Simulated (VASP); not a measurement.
Input of a VASP 6.6.1 run:

The input INCAR:

```
SYSTEM = AlIn2N3
  PREC = Accurate
  ENCUT = 520
  EDIFF = 1E-6
  ISMEAR = 0
  SIGMA = 0.05
  LREAL = Auto
  LASPH = .TRUE.
  NELM = 100
  ALGO = Normal
  ISIF = 2
  LWAVE = .FALSE.
  LCHARG = .TRUE.
  GGA = PE
  LELF = .TRUE.
  LVHAR = .TRUE.
  NBANDS = 206
  LUSENCCL = .FALSE.
```

File KPOINTS:

```
regular mesh
0
G
  2 2 2
  0 0 0
```

The input POSCAR:

```
AlIn2N3
1.0
    5.1481020000      2.9628730000      5.5000380000
    5.1481020000     -2.9628730000     -5.5000380000
   -5.1481020000      8.8886190000     -5.5000380000
Al In N
8 16 24
Direct
    0.8266830000      0.0053910000      0.8320740000
    0.0766830000      0.5053910000      0.5820740000
    0.3266830000      0.0053910000      0.3320740000
    0.5766830000      0.5053910000      0.0820740000
    0.5429260000      0.2553910000      0.7983170000
    0.0429260000      0.2553910000      0.2983170000
    0.7929260000      0.7553910000      0.5483170000
    0.2929260000      0.7553910000      0.0483170000
    0.7454150000      0.1682940000      0.5899990000
    0.4954140000      0.6682930000      0.8399990000
    0.2454140000      0.1682930000      0.0899990000
    0.9954140000      0.6682930000      0.3399990000
    0.1717070000      0.3445860000      0.8399990000
    0.4217070000      0.8445860000      0.5899990000
    0.6717070000      0.3445860000      0.3399990000
    0.9217070000      0.8445860000      0.0899990000
    0.8731480000      0.5945860000      0.7914400000
    0.1231470000      0.0945850000      0.5414400000
    0.3731480000      0.5945860000      0.2914400000
    0.6231470000      0.0945850000      0.0414400000
    0.1968550000      0.9182930000      0.7914400000
    0.4468550000      0.4182930000      0.5414400000
    0.6968550000      0.9182930000      0.2914400000
    0.9468550000      0.4182930000      0.0414400000
    0.3383420000      0.9580890000      0.9946170000
    0.5883420000      0.4580890000      0.7446170000
    0.8383420000      0.9580890000      0.4946170000
    0.0883420000      0.4580890000      0.2446170000
    0.0365270000      0.6562740000      0.9946170000
    0.2865270000      0.1562740000      0.7446170000
    0.5365270000      0.6562740000      0.4946170000
    0.7865270000      0.1562740000      0.2446170000
    0.9794750000      0.4062740000      0.6875650000
    0.7294750000      0.9062740000      0.9375650000
    0.4794750000      0.4062740000      0.1875650000
    0.2294750000      0.9062740000      0.4375650000
    0.0312890000      0.2080880000      0.9375650000
    0.2812900000      0.7080890000      0.6875650000
    0.5312900000      0.2080890000      0.4375650000
    0.7812900000      0.7080880000      0.1875650000
    0.6499950000      0.3313670000      0.9813620000
    0.1499950000      0.3313670000      0.4813620000
    0.8999950000      0.8313670000      0.7313620000
    0.3999950000      0.8313670000      0.2313620000
    0.6436380000      0.0813670000      0.7250050000
    0.3936380000      0.5813670000      0.9750050000
    0.1436380000      0.0813670000      0.2250050000
    0.8936380000      0.5813670000      0.4750050000
```

Potentials or basis: VASP PAW PBE potentials, release 64 (Al, In_d, N).

The run is started by

```sh
$ cat potpaw_PBE.64/Al/POTCAR potpaw_PBE.64/In_d/POTCAR potpaw_PBE.64/N/POTCAR > POTCAR
$ mpirun -np 1 vasp_std > vasp.out
```

Estimate the largest force.

0.007 eV/Å.

Estimate the band gap on the k mesh.

0.88 eV.

Forces in eV/Å, atoms in the order of the input:
```
Al   0.000 -0.001  0.000
Al   0.000 -0.001  0.000
Al   0.000 -0.001  0.000
Al   0.000 -0.001  0.000
Al   0.000 -0.003  0.001
Al   0.000 -0.003  0.001
Al   0.000 -0.003  0.001
Al   0.000 -0.003  0.001
In   0.002 -0.002 -0.001
In   0.002 -0.002 -0.001
In   0.002 -0.002 -0.001
In   0.002 -0.002 -0.001
In  -0.002 -0.002 -0.001
In  -0.002 -0.002 -0.001
In  -0.002 -0.002 -0.001
In  -0.002 -0.002 -0.001
In   0.006  0.005  0.000
In   0.006  0.005  0.000
In   0.006  0.005  0.000
In   0.006  0.005  0.000
In  -0.006  0.005  0.000
In  -0.006  0.005  0.000
In  -0.006  0.005  0.000
In  -0.006  0.005  0.000
N    0.005  0.000 -0.003
N    0.005  0.000 -0.003
N    0.005  0.000 -0.003
N    0.005  0.000 -0.003
N   -0.005  0.000 -0.003
N   -0.005  0.000 -0.003
N   -0.005  0.000 -0.003
N   -0.005  0.000 -0.003
N   -0.005  0.000 -0.001
N   -0.005  0.000 -0.001
N   -0.005  0.000 -0.001
N   -0.005  0.000 -0.001
N    0.005  0.000 -0.001
N    0.005  0.000 -0.001
N    0.005  0.000 -0.001
N    0.005  0.000 -0.001
N    0.000  0.000  0.003
N    0.000  0.000  0.003
N    0.000  0.000  0.003
N    0.000  0.000  0.003
N    0.000 -0.002  0.004
N    0.000 -0.002  0.004
N    0.000 -0.002  0.004
N    0.000 -0.002  0.004
```

Caveat: spin-orbit coupling is left out, which moves the levels of the heavy elements.
